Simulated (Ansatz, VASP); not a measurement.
CsPbI2Br in VASP and in Ansatz

INCAR

```
ALGO = Normal
EDIFF = 1E-6
ENCUT = 520
GGA = PE
ISIF = 2
ISMEAR = -1
LASPH = True
LCHARG = False
LREAL = False
LWAVE = False
NBANDS = 30
NELM = 80
PREC = Accurate
SIGMA = 0.2
```

File KPOINTS:

```
k-points
0
Gamma
  4 4 4
```

Contents of POSCAR:

```
CsPbI2Br
1.0
    6.3651183266      0.0000000000      0.0000000000
    0.0000000000      6.3651183266      0.0000000000
    0.0000000000      0.0000000000      5.9242421253
Cs Pb I Br
1 1 2 1
Direct
    0.5000000000      0.5000000000      0.5000000000
    0.0000000000      0.0000000000      0.0000000000
    0.0000000000      0.5000000000      0.0000000000
    0.5000000000      0.0000000000      0.0000000000
    0.0000000000      0.0000000000      0.5000000000
```

Input for Ansatz:

```yaml
crystal:
  lattice:
    - [6.3651183266, 0.0, 0.0]
    - [0.0, 6.3651183266, 0.0]
    - [0.0, 0.0, 5.9242421253]
  atoms:
    - { symbol: Cs, position: [0.5, 0.5, 0.5] }
    - { symbol: Pb, position: [0.0, 0.0, 0.0] }
    - { symbol: I, position: [0.0, 0.5, 0.0] }
    - { symbol: I, position: [0.5, 0.0, 0.0] }
    - { symbol: Br, position: [0.0, 0.0, 0.5] }
kpoints:
  mp_grid: { grid: [4, 4, 4] }
hamiltonian:
  xc: pbe
scf:
  occupations: { method: fermi_dirac, width: 0.2 }
  n_extra_bands: 5
output:
  forces: true
  stress: true
  eigenvalues: true
```

Alike in both runs: task single point; functional PBE; k mesh 4 × 4 × 4; occupations fermi-dirac, width 0.2 eV; no spin polarisation.

|  | VASP | Ansatz |
| --- | --- | --- |
| version | VASP 6.6.1 | Ansatz 0.2.0 |
| potentials or method | VASP PAW PBE potentials, release 64 (Cs_sv, Pb_d, I, Br) | plane waves |
| plane-wave cutoff (eV) | 520 | 420 |
| valence electrons in the cell | 44 | 64 |

|  | VASP | Ansatz | Ansatz less VASP |
| --- | --- | --- | --- |
| pressure (GPa) | 0.5 | 0.5 | +0.01 |
| traceless stress, the component that is largest in VASP (GPa) | 0.05 | 0.05 | -0.008 |

VASP's potentials hold 44 valence electrons a cell and Ansatz's 64, so a difference there can come from the potentials and not from the codes.

Neither program's run includes spin-orbit coupling.
